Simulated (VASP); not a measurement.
# P (Imma) in VASP: single point with LDA

Aim: the single point of P with LDA.

Program: VASP 6.6.1. These are calculated values, not measurements. Logs are shortened: lines on timing, memory, paths and dates and some standing lists are left out, and cuts for length are marked.

## 1. The cell of the first run

It takes space group Imma (No. 74, orthorhombic). Conventional cell: a = 3.383 Å, b = 5.030 Å, c = 3.718 Å, α = 90.00°, β = 90.00°, γ = 90.00°. P (site symmetry mm2) has 6 P at 2.24 to 2.82 Å within 3.0 Å.

## 2. Single point, LDA

The input, INCAR:

```
PREC     = Accurate       # precision mode
ENCUT    = 520            # plane-wave cutoff, eV
EDIFF    = 1E-6           # SCF threshold, eV
ISMEAR   = 0              # smearing method
SIGMA    = 0.15           # smearing width, eV
LREAL    = False          # projectors in reciprocal space
LASPH    = True           # aspherical terms in the spheres
NELM     = 100            # most SCF steps
ALGO     = Normal         # electronic algorithm
ISIF     = 2              # what is computed and relaxed
LWAVE    = False          # write WAVECAR
LCHARG   = False          # write CHGCAR
GGA      = CA             # functional
NBANDS   = 12             # bands
```

The input, KPOINTS:

```
Automatic mesh
0
Gamma
  20 20 20
```

The input, POSCAR:

```
P
1.0
   -1.6915100431      2.5151650373      1.8589441358
    1.6915100431     -2.5151650373      1.8589441358
    1.6915100431      2.5151650373     -1.8589441358
P
2
Direct
    0.8033091100      0.0533091100      0.7500000000
    0.1966908900      0.9466908900      0.2500000000
```

Potentials or basis: VASP PAW LDA potentials, release 64 (P).

On the command line:

```bash
$ cat potpaw_LDA.64/P/POTCAR > POTCAR
$ mpirun -np 1 vasp_std > vasp.out
```

OUTCAR:

```text
PREC = Accurate
   ENCUT = 520
   EDIFF = 1E-6
   ISMEAR = 0
   LREAL = False
   LASPH = True
   NELM = 100
   ISIF = 2
   GGA = CA

 ion  position               nearest neighbor table
   1  0.803  0.053  0.750-   2 2.24   2 2.24   2 2.55   2 2.55   2 2.82   2 2.82
   2  0.197  0.947  0.250-   1 2.24   1 2.24   1 2.55   1 2.55   1 2.82   1 2.82

  LATTYP: Found a body centered orthorhombic cell.
 ALAT       =     3.3830200862
 B/A-ratio  =     1.0989849829
 C/A-ratio  =     1.4869347348

  Lattice vectors:

 A1 = (   1.6915100431,  -2.5151650373,  -1.8589441358)
 A2 = (  -1.6915100431,  -2.5151650373,   1.8589441358)
 A3 = (  -1.6915100431,   2.5151650373,  -1.8589441358)

Analysis of symmetry for initial positions (statically):
=====================================================================
 Subroutine PRICEL returns:
 Original cell was already a primitive cell.

 Routine SETGRP: Setting up the symmetry group for a
 body centered orthorhombic supercell.

 Subroutine GETGRP returns: Found  8 space group operations
 (whereof  4 operations were pure point group operations)
 out of a pool of  8 trial point group operations.

The static configuration has the point symmetry C_2h.
 The point group associated with its full space group is D_2h.

Analysis of symmetry for dynamics (positions and initial velocities):
=====================================================================
 Subroutine PRICEL returns:
 Original cell was already a primitive cell.

 Routine SETGRP: Setting up the symmetry group for a
 body centered orthorhombic supercell.

 Subroutine GETGRP returns: Found  8 space group operations
 (whereof  4 operations were pure point group operations)
 out of a pool of  8 trial point group operations.

The dynamic configuration has the point symmetry C_2h.
 The point group associated with its full space group is D_2h.

 Subroutine INISYM returns: Found  8 space group operations
 (whereof  4 operations are pure point group operations),
 and found     1 'primitive' translations

----------------------------------------------------------------------------------------

                                     Primitive cell

  volume of cell :      31.6350

  direct lattice vectors                    reciprocal lattice vectors
    -1.691510043  2.515165037  1.858944136     0.000000000  0.198794112  0.268969890
     1.691510043 -2.515165037  1.858944136     0.295593870  0.000000000  0.268969890
     1.691510043  2.515165037 -1.858944136     0.295593870  0.198794112  0.000000000

  length of vectors
     3.555690466  3.555690466  3.555690466     0.334460612  0.399650520  0.356223013

  position of ions in fractional coordinates (direct lattice)
     0.803309110  0.053309110  0.750000000
     0.196690890  0.946690890  0.250000000

  ion indices of the primitive-cell ions
   primitive index   ion index
                 1           1
                 2           2

----------------------------------------------------------------------------------------

 KPOINTS: Automatic mesh

Automatic generation of k-mesh.
 Grid dimensions read from file:
 generate k-points for:   20   20   20

 Generating k-lattice:

  Cartesian coordinates                     Fractional coordinates (reciprocal lattice)
     0.000000000  0.009939706  0.013448495     0.050000000 -0.000000000  0.000000000
     0.014779694  0.000000000  0.013448495    -0.000000000  0.050000000  0.000000000
     0.014779694  0.009939706  0.000000000     0.000000000  0.000000000  0.050000000

  Length of vectors
     0.016723031  0.019982526  0.017811151

  Shift w.r.t. Gamma in fractional coordinates (k-lattice)
     0.000000000  0.000000000  0.000000000

 Subroutine IBZKPT returns following result:
 ===========================================

 Found   1166 irreducible k-points:

 Following reciprocal coordinates:
            Coordinates               Weight
  0.000000  0.000000  0.000000      1.000000
  0.050000 -0.000000  0.000000      4.000000
  0.100000 -0.000000  0.000000      4.000000
  0.150000  0.000000  0.000000      4.000000
  0.200000 -0.000000  0.000000      4.000000
  0.250000 -0.000000  0.000000      4.000000
[... 16 lines left out ...]
 -0.450000  0.050000 -0.000000      8.000000
 -0.400000  0.050000  0.000000      8.000000
 [... further k-points ...]
   k-points           NKPTS =   1166   k-points in BZ     NKDIM =   1166   number of bands    NBANDS=     12
   number of dos      NEDOS =    301   number of ions     NIONS =      2
   total plane-waves  NPLWV =  21952
   dimension x,y,z NGX =    28 NGY =   28 NGZ =   28
   dimension x,y,z NGXF=    56 NGYF=   56 NGZF=   56
   ions per type =               2
   NGX,Y,Z   is equivalent  to a cutoff of  13.09, 13.09, 13.09 a.u.
   NGXF,Y,Z  is equivalent  to a cutoff of  26.18, 26.18, 26.18 a.u.
 SYSTEM =  unknown system
   PREC   = accura    normal or accurate (medium, high low for compatibility)
   ISTART =      0    job   : 0-new  1-cont  2-samecut
   ICHARG =      2    charge: 1-file 2-atom 10-const
   ISPIN  =      1    spin polarized calculation?
   LNONCOLLINEAR =      F non collinear calculations
   LSORBIT =      F    spin-orbit coupling
   LASPH  =      T    aspherical Exc in radial PAW
   ENCUT  =  520.0 eV  38.22 Ry    6.18 a.u.   6.61  6.61  6.61*2*pi/ulx,y,z
   NELM   =    100;   NELMIN=  2; NELMDL= -5     # of ELM steps
   EDIFF  = 0.1E-05   stopping-criterion for ELM
   LREAL  =      F    real-space projection
   EDIFFG = 0.1E-04   stopping-criterion for IOM
   NSW    =      0    number of steps for IOM
   IBRION =     -1    ionic relax: 0-MD 1-quasi-New 2-CG
   NFREE  =      0    steps in history (QN), initial steepest desc. (CG)
   ISIF   =      2    stress and relaxation
   ISYM   =      2    0-nonsym 1-usesym 2-fastsym
   POTIM  = 0.5000    time-step for ionic-motion
   TEBEG  =    0.0;   TEEND  =   0.0 temperature during run
   PSTRESS=    0.0 pullay stress
   NELECT =      10.0000    total number of electrons
   NUPDOWN=      -1.0000    fix difference up-down
   EMIN   =  10.00;   EMAX   =-10.00  energy-range for DOS
   EFERMI =   0.00;   METHOD = LEGACY
   ISMEAR =     0;   SIGMA  =   0.15  broadening in eV -4-tet -1-fermi 0-gaus
   EFERMI_NEDOS =   21; number of points for ismear=-14 and -15
   IALGO  =     38    algorithm
   IMIX   =      4    mixing-type and parameters
     AMIX     =   0.40;   BMIX     =  1.00
     AMIX_MAG =   1.60;   BMIX_MAG =  1.00
  volume/ion in A,a.u.               =      15.82       106.74
  Fermi-wavevector in a.u.,A,eV,Ry     =   1.115199  2.107421 16.921141  1.243669
  Thomas-Fermi vector in A             =   2.251801
   LORBIT       =      0    0 simple, 1 ext, 2 COOP (PROOUT), +10 PAW based schemes
   GGA     = CA    functional components
   LHFCALC =     F    Hartree Fock is set to
   AEXX    =    0.0000 exact exchange contribution
   IVDW    =     0    specifies the selected vdW correction
   LEPSILON=     F    determine dielectric tensor
   LRPA    =     F    only Hartree local field effects (RPA)
 non-spin polarized calculation
 Gauss-broadening in eV      SIGMA  =   0.15
  energy-cutoff  :      520.00
  volume of cell :       31.63
 maximum number of plane-waves:       868
   NGX = 13   NGY = 13   NGZ = 13

 number of electron      10.0000000 magnetization

 number of electron       9.9999999 magnetization

 Free energy of the ion-electron system (eV)
  ---------------------------------------------------
  ext. energy  EPLUGINS =         0.00000000
  ---------------------------------------------------
  free energy    TOTEN  =       -12.09755051 eV

  energy without entropy =      -12.09516454  energy(sigma->0) =      -12.09635752

 E-fermi :   8.9347     XC(G=0): -10.9917

 val. band max:        8.9297023535   @ k =  -0.1500  -0.1000   0.0500
 cond. band min:       8.9382560739   @ k =  -0.2500  -0.0500   0.0500
 fundamental gap:      0.0085537203
 Fermi energy:         8.9346810778

 k-point     1 :       0.0000    0.0000    0.0000
  band No.  band energies     occupation
      1      -7.4463      2.00000
      2       5.8244      2.00000
      3       5.8572      2.00000
      4       6.0871      2.00000
      5       6.7452      2.00000
      6      10.3493      0.00000
      7      11.2708      0.00000
      8      13.0373      0.00000
      9      14.0817      0.00000
     10      15.3322      0.00000
     11      15.7934      0.00000
     12      15.8988      0.00000

 k-point     2 :       0.0500   -0.0000    0.0000
  band No.  band energies     occupation
      1      -7.4111      2.00000
      2       4.9831      2.00000
      3       6.0740      2.00000
      4       6.3472      2.00000
      5       6.9707      2.00000
      6      10.4275      0.00000
      7      11.2323      0.00000
      8      12.8591      0.00000
      9      14.1468      0.00000
     10      14.8325      0.00000
     11      15.7216      0.00000
     12      16.5440      0.00000

 k-point     3 :       0.1000   -0.0000    0.0000
  band No.  band energies     occupation
      1      -7.3056      2.00000
      2       4.0189      2.00000
      3       6.0374      2.00000
      4       6.4320      2.00000
      5       7.4789      2.00000
      6      10.6215      0.00000
      7      11.1161      0.00000
      8      12.4248      0.00000
      9      14.3652      0.00000
     10      14.3681      0.00000
     11      15.5295      0.00000
     12      17.4148      0.00000

 k-point     4 :       0.1500    0.0000    0.0000
  band No.  band energies     occupation
      1      -7.1313      2.00000
      2       3.0213      2.00000
      3       5.9837      2.00000
      4       6.4346      2.00000
      5       7.8885      2.00000
      6      10.7024      0.00000
      7      11.0367      0.00000
      8      11.8978      0.00000
      9      14.2392      0.00000
     10      14.7405      0.00000
     11      15.3467      0.00000
     12      18.3089      0.00000

 k-point     5 :       0.2000   -0.0000    0.0000
  band No.  band energies     occupation
      1      -6.8902      2.00000
      2       2.0274      2.00000
      3       5.9216      2.00000
      4       6.4384      2.00000
      5       8.1401      2.00000
      6      10.4114      0.00000
      7      11.1483      0.00000
      8      11.3722      0.00000
      9      14.5047      0.00000
     10      15.2573      0.00000
     11      15.2766      0.00000
     12      19.3378      0.00000
[... 228 lines left out ...]
      1      -4.9152      2.00000
      2      -2.1072      2.00000
      3       5.4016      2.00000
      4       6.6737      2.00000
      5       7.6552      2.00000
      6       9.4815      0.00000
      7       9.6363      0.00000
      8      11.1957      0.00000
      9      17.6917      0.00000
     10      18.2593      0.00000
     11      19.6329      0.00000
     12      20.8457      0.00000

 k-point    22 :       0.5000    0.0500    0.0000
  band No.  band energies     occupation
      1      -4.9591      2.00000
      2      -2.0434      2.00000
      3       5.3671      2.00000
      4       6.9330      2.00000
      5       7.4360      2.00000
      6       9.4849      0.00000
      7       9.6295      0.00000
      8      11.2069      0.00000
      9      17.3092      0.00000
     10      18.2513      0.00000
     11      19.9471      0.00000
     12      20.8771      0.00000

 k-point    23 :      -0.4500    0.0500   -0.0000
  band No.  band energies     occupation
      1      -5.2512      2.00000
      2      -1.6037      2.00000
      3       5.3478      2.00000
      4       7.1825      2.00000
      5       7.2877      2.00000
      6       9.5633      0.00000
      7       9.6739      0.00000
      8      11.2689      0.00000
      9      16.6662      0.00000
     10      17.6089      0.00000
     11      19.4877      0.00000
     12      21.5438      0.00000

 k-point    24 :      -0.4000    0.0500    0.0000
  band No.  band energies     occupation
      1      -5.6472      2.00000
      2      -0.9340      2.00000
      3       5.3480      2.00000
      4       7.0607      2.00000
      5       7.5534      2.00000
      6       9.6323      0.00000
      7       9.8608      0.00000
      8      11.3581      0.00000
      9      16.0634      0.00000
     10      16.7473      0.00000
     11      18.6167      0.00000
     12      22.0345      0.00000

 [... further k-points ...]

------------------------ aborting loop because EDIFF is reached ----------------------------------------

  FORCE on cell =-STRESS in cart. coord.  units (eV):
  Direction    XX          YY          ZZ          XY          YZ          ZX
  --------------------------------------------------------------------------------------
  -------------------------------------------------------------------------------------
  Total       -0.3554318     -0.5542563     -0.4637380      0.0000000      0.0000000      0.0000000
  in kB      -18.0011158    -28.0707398    -23.4863668      0.0000000      0.0000000      0.0000000
  external PRESSURE =     -23.1860741 kB  Pullay stress =       0.0000000 kB

 VOLUME and BASIS-vectors are now :
 -----------------------------------------------------------------------------
  energy-cutoff  :      520.00
  volume of cell :       31.63
      direct lattice vectors                 reciprocal lattice vectors
    -1.691510043  2.515165037  1.858944136     0.000000000  0.198794112  0.268969890
     1.691510043 -2.515165037  1.858944136     0.295593870  0.000000000  0.268969890
     1.691510043  2.515165037 -1.858944136     0.295593870  0.198794112  0.000000000

 POSITION                                       TOTAL-FORCE (eV/Angst)
 -----------------------------------------------------------------------------------
      0.00000      3.77275      0.19820        -0.000000     -0.000000     -0.273801
      1.69151     -1.25758      1.66075         0.000000      0.000000      0.273801
 -----------------------------------------------------------------------------------
    total drift:                                0.000000     -0.000000     -0.000000

  FREE ENERGIE OF THE ION-ELECTRON SYSTEM (eV)
  ---------------------------------------------------
  free  energy   TOTEN  =       -12.0975505122 eV

  energy  without entropy=      -12.0951645368  energy(sigma->0) =      -12.09635752
```

Wall time 3.6 min (1 thread of Intel Xeon Platinum 8488C (Sapphire Rapids), shared host); peak memory 0.41 GiB.

Results:

```yaml
Free_energy: -12.0976 eV
Pressure: -2.3 GPa
Largest_force: 0.274 eV/Å
Band_gap_on_the_k_mesh: zero (bands 5 and 6 overlap by 1.18 eV)
```

Forces in eV/Å, atoms in the order of the input:
```
P    0.000  0.000 -0.274
P    0.000  0.000  0.274
```

Stress tensor (GPa, compression positive):
```
-1.80  0.00  0.00
 0.00 -2.81  0.00
 0.00  0.00 -2.35
```

Levels at points of the mesh, in eV from the Fermi level:
```csv
k point,band 2,band 3,band 4,band 5,band 6,band 7,band 8,band 9
"(0.00, 0.00, 0.00)",-3.11,-3.08,-2.85,-2.19,1.41,2.34,4.10,5.15
"(0.50, 0.00, 0.00)",-11.10,-3.23,-1.78,-1.59,0.32,0.76,1.82,9.08
"(0.00, 0.50, 0.00)",-10.14,-6.47,-5.45,-5.14,0.30,6.78,7.05,8.65
"(0.50, 0.50, 0.00)",-12.28,-3.39,-3.39,-0.09,-0.09,0.17,0.17,10.35
"(0.50, 0.50, 0.50)",-8.45,-7.85,-5.28,-5.10,0.06,6.52,8.36,8.58
```
